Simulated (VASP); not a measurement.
Write the native input for VASP 6.6.1 that does the following.

| Property | Result |
| --- | --- |
| Task | single point |
| Functional | r2SCAN |
| Potentials or basis | VASP PAW PBE potentials, release 64 (Bi_d, Te) |
| Cutoff | 520 eV |
| k mesh | 8 × 8 × 8 |
| Occupations | gaussian, width 0.05 eV |
| Spin | no spin polarisation |
| Dipole correction | no |
| Further INCAR settings | ALGO = Normal; EDIFF = 1e-06; NBANDS = 18 |

Crystal: BiTe.

```
Bi Te
1.0
     0.00000    3.59696    3.59696
     3.59696    0.00000    3.59696
     3.59696    3.59696    0.00000
Bi Te
1 1
Direct
  0.00000 0.00000 0.00000
  0.25000 0.25000 0.25000
```

These files were run (other wordings do the same):

POSCAR

```
BiTe
1.0
    0.0000000000      3.5969558017      3.5969558017
    3.5969558017      0.0000000000      3.5969558017
    3.5969558017      3.5969558017      0.0000000000
Bi Te
1 1
Direct
    0.0000000000      0.0000000000      0.0000000000
    0.2500000000      0.2500000000      0.2500000000
```

INCAR.step1

```
ALGO = Normal
EDIFF = 1E-4
ENCUT = 520
GGA = PE
ISMEAR = 0
LASPH = True
LCHARG = False
LREAL = False
LWAVE = True
NBANDS = 18
NELM = 100
PREC = Accurate
SIGMA = 0.05
```

INCAR.step2

```
ALGO = Normal
EDIFF = 1E-6
ENCUT = 520
ISIF = 2
ISMEAR = 0
ISTART = 1
LASPH = True
LCHARG = False
LMIXTAU = True
LREAL = False
LWAVE = False
METAGGA = R2SCAN
NBANDS = 18
NELM = 100
PREC = Accurate
SIGMA = 0.05
```

KPOINTS

```
k-points
0
Gamma
  8 8 8
```

Potentials or basis: VASP PAW PBE potentials, release 64 (Bi_d, Te).

Launch:

```sh
$ cat potpaw_PBE.64/Bi_d/POTCAR potpaw_PBE.64/Te/POTCAR > POTCAR
$ cp INCAR.step1 INCAR
$ mpirun -np 1 vasp_std > vasp.out
$ cp INCAR.step2 INCAR
$ mpirun -np 1 vasp_std > vasp.out
```

It gave:

- Pressure: 0.0 GPa
- Band gap on the k mesh: zero (an odd number of electrons rules out a gap without spin polarisation)

Caveat: the PAW data sets were made with another functional, which shifts forces and pressure a little; spin-orbit coupling is left out, which moves the levels of the heavy elements; an odd number of electrons without spin polarisation forces a metal; a magnetic or distorted state may lie lower.

It took 2.3 min on 1 thread of Intel(R) Xeon(R) Platinum 8488C (Sapphire Rapids), on a shared host, peak memory 0.27 GiB.
